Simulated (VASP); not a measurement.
# MgS (Fm-3m) in VASP: further runs

MgS is run at these levels: PBEsol; tasks: single point, relaxation of cell and atoms.

Program: VASP 6.6.1. These are calculated values, not measurements. Logs are shortened: lines on timing, memory, paths and dates and some standing lists are left out, and cuts for length are marked.

## 1. The cell of the first run

Symmetry: Fm-3m, No. 225, cubic system. Conventional cell: a = 5.182 Å, b = 5.182 Å, c = 5.182 Å, α = 90.00°, β = 90.00°, γ = 90.00°. Within 3.4 Å of Mg (site symmetry m-3m) lie 6 S at 2.59 Å. Within 3.4 Å of S (site symmetry m-3m) lie 6 Mg at 2.59 Å.

## 2. Single point, PBEsol

Contents of INCAR:

```
ALGO = Normal
EDIFF = 1E-6
ENCUT = 520
GGA = PS
ISIF = 2
ISMEAR = -1
LASPH = True
LCHARG = True
LELF = True
LREAL = False
LVHAR = True
LWAVE = False
NBANDS = 11
NELM = 100
PREC = Accurate
SIGMA = 0.08
```

Contents of KPOINTS:

```
k-points
0
Gamma
  12 12 12
```

Contents of POSCAR:

```
MgS
1.0
    2.5909610208      2.5909610208      0.0000000000
   -2.5909610208      2.5909610208      0.0000000000
    0.0000000000      2.5909610208      2.5909610208
Mg S
1 1
Direct
    0.0000000000      0.0000000000      0.0000000000
    0.5000000000      0.5000000000      0.0000000000
```

Potentials or basis: VASP PAW PBE potentials, release 64 (Mg, S).

Run with:

```bash
> cat potpaw_PBE.64/Mg/POTCAR potpaw_PBE.64/S/POTCAR > POTCAR
> mpirun -np 1 vasp_std > vasp.out
```

OUTCAR:

```text
EDIFF = 1E-6
   ENCUT = 520
   GGA = PS
   ISIF = 2
   ISMEAR = -1
   LASPH = True
   LREAL = False
   NELM = 100
   PREC = Accurate

 ion  position               nearest neighbor table
   1  0.000  0.000  0.000-   2 2.59   2 2.59   2 2.59   2 2.59   2 2.59   2 2.59
   2  0.500  0.500  0.000-   1 2.59   1 2.59   1 2.59   1 2.59   1 2.59   1 2.59

  LATTYP: Found a face centered cubic cell.
 ALAT       =     5.1819220416

  Lattice vectors:

 A1 = (   0.0000000000,   2.5909610208,   2.5909610208)
 A2 = (   2.5909610208,   0.0000000000,   2.5909610208)
 A3 = (   2.5909610208,   2.5909610208,   0.0000000000)

Analysis of symmetry for initial positions (statically):
=====================================================================
 Subroutine PRICEL returns:
 Original cell was already a primitive cell.

 Routine SETGRP: Setting up the symmetry group for a
 face centered cubic supercell.

 Subroutine GETGRP returns: Found 48 space group operations
 (whereof 48 operations were pure point group operations)
 out of a pool of 48 trial point group operations.

The static configuration has the point symmetry O_h .

Analysis of symmetry for dynamics (positions and initial velocities):
=====================================================================
 Subroutine PRICEL returns:
 Original cell was already a primitive cell.

 Routine SETGRP: Setting up the symmetry group for a
 face centered cubic supercell.

 Subroutine GETGRP returns: Found 48 space group operations
 (whereof 48 operations were pure point group operations)
 out of a pool of 48 trial point group operations.

The dynamic configuration has the point symmetry O_h .

 Subroutine INISYM returns: Found 48 space group operations
 (whereof 48 operations are pure point group operations),
 and found     1 'primitive' translations

----------------------------------------------------------------------------------------

                                     Primitive cell

  volume of cell :      34.7867

  direct lattice vectors                    reciprocal lattice vectors
     2.590961021  2.590961021  0.000000000     0.192978588  0.192978588 -0.192978588
    -2.590961021  2.590961021  0.000000000    -0.192978588  0.192978588 -0.192978588
     0.000000000  2.590961021  2.590961021     0.000000000  0.000000000  0.385957176

  length of vectors
     3.664172215  3.664172215  3.664172215     0.334248720  0.334248720  0.385957176

  position of ions in fractional coordinates (direct lattice)
     0.000000000  0.000000000  0.000000000
     0.500000000  0.500000000  0.000000000

  ion indices of the primitive-cell ions
   primitive index   ion index
                 1           1
                 2           2

----------------------------------------------------------------------------------------

 KPOINTS: k-points

Automatic generation of k-mesh.
 Grid dimensions read from file:
 generate k-points for:   12   12   12

 Generating k-lattice:

  Cartesian coordinates                     Fractional coordinates (reciprocal lattice)
     0.016081549  0.016081549 -0.016081549     0.083333333  0.000000000  0.000000000
    -0.016081549  0.016081549 -0.016081549     0.000000000  0.083333333  0.000000000
     0.000000000  0.000000000  0.032163098     0.000000000  0.000000000  0.083333333

  Length of vectors
     0.027854060  0.027854060  0.032163098

  Shift w.r.t. Gamma in fractional coordinates (k-lattice)
     0.000000000  0.000000000  0.000000000

 Subroutine IBZKPT returns following result:
 ===========================================

 Found     72 irreducible k-points:

 Following reciprocal coordinates:
            Coordinates               Weight
  0.000000  0.000000  0.000000      1.000000
  0.083333  0.000000  0.000000      8.000000
  0.166667  0.000000  0.000000      8.000000
  0.250000  0.000000  0.000000      8.000000
  0.333333  0.000000  0.000000      8.000000
  0.416667  0.000000  0.000000      8.000000
[... 16 lines left out ...]
  0.500000  0.166667  0.000000     24.000000
 -0.416667  0.166667  0.000000     24.000000
 [... further k-points ...]
   k-points           NKPTS =     72   k-points in BZ     NKDIM =     72   number of bands    NBANDS=     11
   number of dos      NEDOS =    301   number of ions     NIONS =      2
   total plane-waves  NPLWV =  21952
   dimension x,y,z NGX =    28 NGY =   28 NGZ =   28
   dimension x,y,z NGXF=    56 NGYF=   56 NGZF=   56
   ions per type =               1   1
   NGX,Y,Z   is equivalent  to a cutoff of  12.70, 12.70, 12.70 a.u.
   NGXF,Y,Z  is equivalent  to a cutoff of  25.41, 25.41, 25.41 a.u.
 SYSTEM =  unknown system
   PREC   = accura    normal or accurate (medium, high low for compatibility)
   ISTART =      0    job   : 0-new  1-cont  2-samecut
   ICHARG =      2    charge: 1-file 2-atom 10-const
   ISPIN  =      1    spin polarized calculation?
   LNONCOLLINEAR =      F non collinear calculations
   LSORBIT =      F    spin-orbit coupling
   LASPH  =      T    aspherical Exc in radial PAW
   ENCUT  =  520.0 eV  38.22 Ry    6.18 a.u.   6.81  6.81  6.81*2*pi/ulx,y,z
   NELM   =    100;   NELMIN=  2; NELMDL= -5     # of ELM steps
   EDIFF  = 0.1E-05   stopping-criterion for ELM
   LREAL  =      F    real-space projection
   EDIFFG = 0.1E-04   stopping-criterion for IOM
   NSW    =      0    number of steps for IOM
   IBRION =     -1    ionic relax: 0-MD 1-quasi-New 2-CG
   NFREE  =      0    steps in history (QN), initial steepest desc. (CG)
   ISIF   =      2    stress and relaxation
   ISYM   =      2    0-nonsym 1-usesym 2-fastsym
   POTIM  = 0.5000    time-step for ionic-motion
   TEBEG  =    0.0;   TEEND  =   0.0 temperature during run
   PSTRESS=    0.0 pullay stress
   NELECT =       8.0000    total number of electrons
   NUPDOWN=      -1.0000    fix difference up-down
   EMIN   =  10.00;   EMAX   =-10.00  energy-range for DOS
   EFERMI =   0.00;   METHOD = LEGACY
   ISMEAR =    -1;   SIGMA  =   0.08  broadening in eV -4-tet -1-fermi 0-gaus
   EFERMI_NEDOS =   21; number of points for ismear=-14 and -15
   IALGO  =     38    algorithm
   IMIX   =      4    mixing-type and parameters
     AMIX     =   0.40;   BMIX     =  1.00
     AMIX_MAG =   1.60;   BMIX_MAG =  1.00
  volume/ion in A,a.u.               =      17.39       117.38
  Fermi-wavevector in a.u.,A,eV,Ry     =   1.002999  1.895394 13.687563  1.006008
  Thomas-Fermi vector in A             =   2.135523
   LORBIT       =      0    0 simple, 1 ext, 2 COOP (PROOUT), +10 PAW based schemes
   GGA     = PS    functional components
   LHFCALC =     F    Hartree Fock is set to
   AEXX    =    0.0000 exact exchange contribution
   IVDW    =     0    specifies the selected vdW correction
   LEPSILON=     F    determine dielectric tensor
   LRPA    =     F    only Hartree local field effects (RPA)
 non-spin polarized calculation
  energy-cutoff  :      520.00
  volume of cell :       34.79
 maximum number of plane-waves:       960
   NGX = 13   NGY = 13   NGZ = 13

 number of electron       7.9999999 magnetization

 Free energy of the ion-electron system (eV)
  ---------------------------------------------------
  ext. energy  EPLUGINS =         0.00000000
  ---------------------------------------------------
  free energy    TOTEN  =        -9.07530484 eV

  energy without entropy =       -9.07530484  energy(sigma->0) =       -9.07530484

 E-fermi :   5.2339     XC(G=0):  -9.8879

 val. band max:        3.7863331218   @ k =   0.0000   0.0000   0.0000
 cond. band min:       6.5160737224   @ k =   0.5000   0.5000   0.0000
 fundamental gap:      2.7297406006
 Fermi energy:         5.2338849803

 k-point     1 :       0.0000    0.0000    0.0000
  band No.  band energies     occupation
      1      -8.9684      2.00000
      2       3.7863      2.00000
      3       3.7863      2.00000
      4       3.7863      2.00000
      5       7.4765      0.00000
      6      11.6325      0.00000
      7      11.6325      0.00000
      8      11.6325      0.00000
      9      14.1113      0.00000
     10      14.1113      0.00000
     11      16.1114      0.00000

 k-point     2 :       0.0833    0.0000    0.0000
  band No.  band energies     occupation
      1      -8.8983      2.00000
      2       3.2414      2.00000
      3       3.7371      2.00000
      4       3.7371      2.00000
      5       7.9184      0.00000
      6      11.4249      0.00000
      7      11.7732      0.00000
      8      11.7732      0.00000
      9      13.7233      0.00000
     10      13.7233      0.00000
     11      16.5562      0.00000

 k-point     3 :       0.1667    0.0000    0.0000
  band No.  band energies     occupation
      1      -8.6963      2.00000
      2       2.1135      2.00000
      3       3.6099      2.00000
      4       3.6099      2.00000
      5       8.5620      0.00000
      6      11.3543      0.00000
      7      11.9163      0.00000
      8      11.9163      0.00000
      9      13.3913      0.00000
     10      13.3913      0.00000
     11      16.1846      0.00000

 k-point     4 :       0.2500    0.0000    0.0000
  band No.  band energies     occupation
      1      -8.3899      2.00000
      2       0.9061      2.00000
      3       3.4510      2.00000
      4       3.4510      2.00000
      5       8.6610      0.00000
      6      11.5388      0.00000
      7      11.5388      0.00000
      8      12.0681      0.00000
      9      14.0253      0.00000
     10      14.0253      0.00000
     11      15.6304      0.00000
[... 239 lines left out ...]
 k-point    22 :       0.4167    0.1667    0.0000
  band No.  band energies     occupation
      1      -7.4946      2.00000
      2      -0.8240      2.00000
      3       1.9629      2.00000
      4       2.9524      2.00000
      5       8.9755      0.00000
      6      10.1900      0.00000
      7      11.3877      0.00000
      8      13.7790      0.00000
      9      16.4057      0.00000
     10      16.6113      0.00000
     11      17.6250      0.00000

 k-point    23 :       0.5000    0.1667    0.0000
  band No.  band energies     occupation
      1      -7.5298      2.00000
      2      -0.7560      2.00000
      3       2.1366      2.00000
      4       2.8328      2.00000
      5       8.7959      0.00000
      6      10.2035      0.00000
      7      11.6368      0.00000
      8      13.1804      0.00000
      9      16.0821      0.00000
     10      17.8756      0.00000
     11      18.2558      0.00000

 k-point    24 :      -0.4167    0.1667    0.0000
  band No.  band energies     occupation
      1      -7.7579      2.00000
      2      -0.2549      2.00000
      3       2.4171      2.00000
      4       2.8039      2.00000
      5       8.8163      0.00000
      6      10.3044      0.00000
      7      12.0058      0.00000
      8      12.0591      0.00000
      9      15.7420      0.00000
     10      17.5103      0.00000
     11      17.5712      0.00000

 [... further k-points ...]
[... 5 lines left out ...]
  --------------------------------------------------------------------------------------
  -------------------------------------------------------------------------------------
  Total       -0.0465230     -0.0465230     -0.0465230      0.0000000      0.0000000      0.0000000
  in kB       -2.1427221     -2.1427221     -2.1427221      0.0000000      0.0000000      0.0000000
  external PRESSURE =      -2.1427221 kB  Pullay stress =       0.0000000 kB

 VOLUME and BASIS-vectors are now :
 -----------------------------------------------------------------------------
  energy-cutoff  :      520.00
  volume of cell :       34.79
      direct lattice vectors                 reciprocal lattice vectors
     2.590961021  2.590961021  0.000000000     0.192978588  0.192978588 -0.192978588
    -2.590961021  2.590961021  0.000000000    -0.192978588  0.192978588 -0.192978588
     0.000000000  2.590961021  2.590961021     0.000000000  0.000000000  0.385957176

 POSITION                                       TOTAL-FORCE (eV/Angst)
 -----------------------------------------------------------------------------------
      0.00000      0.00000      0.00000         0.000000     -0.000000      0.000000
      0.00000      2.59096      0.00000        -0.000000      0.000000      0.000000
 -----------------------------------------------------------------------------------
    total drift:                               -0.000000      0.000000     -0.000000

  FREE ENERGIE OF THE ION-ELECTRON SYSTEM (eV)
  ---------------------------------------------------
  free  energy   TOTEN  =        -9.0753048397 eV

  energy  without entropy=       -9.0753048382  energy(sigma->0) =       -9.07530484
```

It took 13 s on 1 thread of Intel Xeon Platinum 8488C (Sapphire Rapids), shared host; peak memory 0.17 GiB.

Results:

* Free energy: -9.0753 eV
* Pressure: -0.2 GPa
* Band gap on the k mesh: 2.73 eV, indirect (least direct gap 3.69 eV)

Levels at points of the mesh, in eV from the valence-band top:
| k point | band 1 | band 2 | band 3 | band 4 | band 5 | band 6 | band 7 | band 8 |
| --- | --- | --- | --- | --- | --- | --- | --- | --- |
| (0.00, 0.00, 0.00) | -12.75 | 0.00 | 0.00 | 0.00 | 3.69 | 7.85 | 7.85 | 7.85 |
| (0.50, 0.00, 0.00) | -11.40 | -4.96 | -0.61 | -0.61 | 4.42 | 6.84 | 6.84 | 10.20 |
| (0.50, 0.50, 0.00) | -11.01 | -4.33 | -1.74 | -1.74 | 2.73 | 4.21 | 11.99 | 12.86 |

Caveat: the PAW data sets were made with another functional, which shifts forces and pressure a little.

## 3. Relaxation of cell and atoms, PBEsol

This run uses another cell than the first one, of 17.61 Å³/atom, 1.012 times its volume.

Contents of INCAR:

```
SYSTEM = MgS
ALGO = Normal
EDIFF = 1E-7
EDIFFG = -0.002
ENCUT = 600
GGA = PS
IBRION = 2
ISIF = 3
ISMEAR = -1
LASPH = .True.
LCHARG = .False.
LREAL = .False.
LWAVE = .False.
NELM = 60
NSW = 100
PREC = Accurate
SIGMA = 0.08
```

Contents of KPOINTS:

```
k-points
0
Gamma
  12 12 12
  0 0 0
```

Contents of POSCAR:

```
MgS
1.0
    2.6016500000      2.6016500000      0.0000000000
   -2.6016500000      2.6016500000      0.0000000000
    0.0000000000      2.6016500000      2.6016500000
Mg S
1 1
Direct
    0.0000000000      0.0000000000      0.0000000000
    0.5000000000      0.5000000000      0.0000000000
```

Potentials or basis: VASP PAW PBE potentials, release 64 (Mg, S).

Run with:

```bash
> cat potpaw_PBE.64/Mg/POTCAR potpaw_PBE.64/S/POTCAR > POTCAR
> mpirun -np 1 vasp_std > vasp.out
```

OUTCAR:

```text
SYSTEM = MgS
   EDIFF = 1E-7
   EDIFFG = -0.002
   ENCUT = 600
   GGA = PS
   IBRION = 2
   ISIF = 3
   ISMEAR = -1
   LASPH = .True.
   LREAL = .False.
   NELM = 60
   NSW = 100
   PREC = Accurate

 ion  position               nearest neighbor table
   1  0.000  0.000  0.000-   2 2.60   2 2.60   2 2.60   2 2.60   2 2.60   2 2.60
   2  0.500  0.500  0.000-   1 2.60   1 2.60   1 2.60   1 2.60   1 2.60   1 2.60

  LATTYP: Found a face centered cubic cell.
 ALAT       =     5.2033000000

  Lattice vectors:

 A1 = (   0.0000000000,   2.6016500000,   2.6016500000)
 A2 = (   2.6016500000,   0.0000000000,   2.6016500000)
 A3 = (   2.6016500000,   2.6016500000,   0.0000000000)

Analysis of symmetry for initial positions (statically):
=====================================================================
 Subroutine PRICEL returns:
 Original cell was already a primitive cell.

 Routine SETGRP: Setting up the symmetry group for a
 face centered cubic supercell.

 Subroutine GETGRP returns: Found 48 space group operations
 (whereof 48 operations were pure point group operations)
 out of a pool of 48 trial point group operations.

The static configuration has the point symmetry O_h .

Analysis of symmetry for dynamics (positions and initial velocities):
[... 167 lines left out ...]
  -------------------------------------------------------------------------------------
  Total       -0.2446285     -0.2446285     -0.2446285      0.0000000      0.0000000      0.0000000
  in kB      -11.1286130    -11.1286130    -11.1286130      0.0000000      0.0000000      0.0000000
  external PRESSURE =     -11.1286130 kB  Pullay stress =       0.0000000 kB
[... 59 lines left out ...]
--------------------------------------- Ionic step        3  -------------------------------------------

 number of electron       8.0000000 magnetization

 Free energy of the ion-electron system (eV)
  ---------------------------------------------------
  ext. energy  EPLUGINS =         0.00000000
  ---------------------------------------------------
  free energy    TOTEN  =        -9.07583047 eV

  energy without entropy =       -9.07583047  energy(sigma->0) =       -9.07583047

 E-fermi :   5.2626     XC(G=0):  -9.8969

 val. band max:        3.8055813271   @ k =   0.0000   0.0000   0.0000
 cond. band min:       6.5401130240   @ k =   0.5000   0.5000   0.0000
 fundamental gap:      2.7345316968
 Fermi energy:         5.2626309827

 k-point     1 :       0.0000    0.0000    0.0000
  band No.  band energies     occupation
      1      -8.9616      2.00000
      2       3.8056      2.00000
      3       3.8056      2.00000
      4       3.8056      2.00000
      5       7.5134      0.00000
      6      11.6503      0.00000
      7      11.6503      0.00000
      8      11.6503      0.00000
[... 243 lines left out ...]
 k-point    24 :      -0.4167    0.1667    0.0000
  band No.  band energies     occupation
      1      -7.7464      2.00000
      2      -0.2445      2.00000
      3       2.4318      2.00000
      4       2.8198      2.00000
      5       8.8395      0.00000
      6      10.3295      0.00000
      7      12.0336      0.00000
      8      12.0831      0.00000

 [... further k-points ...]
[... 5 lines left out ...]
  --------------------------------------------------------------------------------------
  -------------------------------------------------------------------------------------
  Total        0.0003188      0.0003188      0.0003188      0.0000000      0.0000000      0.0000000
  in kB        0.0147128      0.0147128      0.0147128      0.0000000      0.0000000      0.0000000
  external PRESSURE =       0.0147128 kB  Pullay stress =       0.0000000 kB
[... 17 lines left out ...]
  FREE ENERGIE OF THE ION-ELECTRON SYSTEM (eV)
  ---------------------------------------------------
  free  energy   TOTEN  =        -9.0758304696 eV

  energy  without entropy=       -9.0758304682  energy(sigma->0) =       -9.07583047

 reached required accuracy - stopping structural energy minimisation
```

CONTCAR:

```text
MgS
   1.00000000000000
     2.5890786433995863    2.5890786433995863    0.0000000000000000
    -2.5890786433995863    2.5890786433995863    0.0000000000000000
    -0.0000000000000000    2.5890786433995863    2.5890786433995863
  Mg              S
     1     1
Direct
     0.0000000000000000    0.0000000000000000    1.0000000000000000
     0.5000000000000000    0.5000000000000000    0.0000000000000000

  0.00000000E+00  0.00000000E+00  0.00000000E+00
  0.00000000E+00  0.00000000E+00  0.00000000E+00
```

It took 37 s on 1 thread of Intel Xeon Platinum 8488C (Sapphire Rapids), shared host; peak memory 0.19 GiB.

What came out:

| Item | Value |
| --- | --- |
| Free energy | -9.0758 eV |
| Relaxed volume | 17.36 Å³/atom |
| Relaxed cell | a = 3.662 Å, b = 3.662 Å, c = 3.662 Å, α = 60.00°, β = 60.00°, γ = 90.00° |
| Space group after relaxing (to 0.05 Å) | Fm-3m (No. 225) |
| Energy gained by relaxing | 0.9 meV/atom |
| Ionic steps | 3 |
| Pressure after relaxing | 0.0 GPa |
| Band gap on the k mesh | 2.73 eV, indirect (least direct gap 3.71 eV) |

The path:
| step | energy change (eV) | largest force (eV/Å) | pressure (GPa) | volume (Å³) |
| --- | --- | --- | --- | --- |
| 1 | 0.0000 | 0.0000 | -1.11 | 35.22 |
| 2 | -0.0017 | 0.0000 | 0.26 | 34.60 |
| 3 | -0.0018 | 0.0000 | 0.00 | 34.71 |

Final structure:
```cif
data_structure
_symmetry_space_group_name_H-M 'P 1'
_symmetry_Int_Tables_number 1
_cell_length_a 3.6615
_cell_length_b 3.6615
_cell_length_c 3.6615
_cell_angle_alpha 60.000
_cell_angle_beta 60.000
_cell_angle_gamma 90.000
_cell_volume 34.71
loop_
_atom_site_label
_atom_site_type_symbol
_atom_site_fract_x
_atom_site_fract_y
_atom_site_fract_z
_atom_site_occupancy
Mg1 Mg 0.00000 0.00000 0.00000 1
S1 S 0.50000 0.50000 0.00000 1
```

Caveat: the PAW data sets were made with another functional, which shifts forces and pressure a little. A k mesh can miss the band edges.
